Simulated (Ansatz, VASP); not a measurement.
# LuH2 in VASP and in Ansatz

```
Lu H
1.0
     0.00000    2.51650    2.51650
     2.51650    0.00000    2.51650
     2.51650    2.51650    0.00000
Lu H
1 2
Direct
  0.00000 0.00000 0.00000
  0.25000 0.25000 0.25000
  0.75000 0.75000 0.75000
```

Alike in both runs: task single point; functional PBEsol; dispersion D3(BJ); k mesh 6 × 6 × 6; occupations gaussian, width 0.1 eV; no spin polarisation.

|  | VASP | Ansatz |
| --- | --- | --- |
| version | VASP 6.6.1 | Ansatz 0.2.0 |
| potentials or method | VASP PAW PBE potentials, release 64 (Lu, H), cutoff 520 eV | scalar-relativistic, plane waves, PAW |
| valence electrons in the cell | 27 | 27 |

Ansatz gave:

```
gap on the k mesh at the Fermi level (eV) : none
pressure (GPa)                            : -6.9
```

**Question.** What did VASP give for the same quantities?

**Answer.** gap on the k mesh at the Fermi level (eV): none; pressure (GPa): -6.6.

VASP's potentials were made for PBE, not for PBEsol. A gap of «none» marks a metal or a gap that the smearing closes.

The k mesh is coarse, so the values compare programs but aren't converged. Neither program's run includes spin-orbit coupling.
